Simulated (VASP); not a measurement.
Input of a VASP 6.6.1 run:

INCAR

```
SYSTEM = Sb
  ALGO = Normal
  DIPOL = 0.5 0.5 0.500
  EDIFF = 1E-7
  ENCUT = 520
  GGA = PE
  IDIPOL = 3
  ISIF = 2
  ISMEAR = -1
  LASPH = .TRUE.
  LCHARG = .TRUE.
  LDIPOL = .TRUE.
  LELF = .TRUE.
  LREAL = .FALSE.
  LVACPOTAV = .TRUE.
  LVHAR = .TRUE.
  LWAVE = .FALSE.
  NBANDS = 20
  NELM = 60
  PREC = Accurate
  SIGMA = 0.08
```

KPOINTS

```
k-points
0
G
  10 7 1
  0 0 0
```

The input POSCAR:

```
Sb
1.0
    3.3884663838      0.0000000000      0.0000000000
    0.0000000000      4.7920151155      0.0000000000
    0.0000000000      0.0000000000     22.7769000000
Sb
5
Direct
    0.0000000000      0.0000000000      0.3580768278
    0.5000000000      0.5000000000      0.4126653525
    0.0000000000      0.0000000000      0.5000000036
    0.5000000000      0.5000000000      0.5873346447
    0.0000000000      0.0000000000      0.6419231714
```

Potentials or basis: VASP PAW PBE potentials, release 64 (Sb).

Run with:

```console
$ cat potpaw_PBE.64/Sb/POTCAR > POTCAR
$ mpirun -np 1 vasp_std > vasp.out
```

(1) Predict the largest force.

## Answers

(1) 0.006 eV/Å.
